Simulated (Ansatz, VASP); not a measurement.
# One calculation of KMgPd3, two programs

```
K Mg Pd
1.0
     3.52846    0.00000    0.00000
     0.00000    3.52846    0.00000
     0.00000    0.00000    9.14681
K Mg Pd
1 1 3
Direct
  0.50000 0.50000 0.50000
  0.00000 0.00000 0.00000
  0.00000 0.00000 0.73567
  0.00000 0.00000 0.26433
  0.50000 0.50000 0.00000
```

Alike in both runs: functional PBE; k mesh 6 × 6 × 2; occupations gaussian, width 0.1 eV; no spin polarisation.

Ansatz relaxed the structure, and its values are those at the end. VASP's run is a single point on that final structure, the one shown.

|  | VASP | Ansatz |
| --- | --- | --- |
| version | VASP 6.6.1 | Ansatz 0.2.0 |
| potentials or method | VASP PAW PBE potentials, release 64 (K_sv, Mg, Pd), cutoff 600 eV | scalar-relativistic, plane waves, PAW |
| valence electrons in the cell | 41 | 73 |

|  | VASP | Ansatz | Ansatz less VASP |
| --- | --- | --- | --- |
| gap on the k mesh at the Fermi level (eV) | none | none | - |
| pressure (GPa) | -0.1 | -0.1 | -0.01 |
| rms of the force components (eV/Å) | 0.001 | 0.003 | +0.0025 |

A gap of «none» marks a metal or a gap that the smearing closes. The functional is the same, so the differences come from potentials, cutoffs and numerics. VASP's potentials hold 41 valence electrons a cell and Ansatz's 73, so a difference there can come from the potentials and not from the codes.
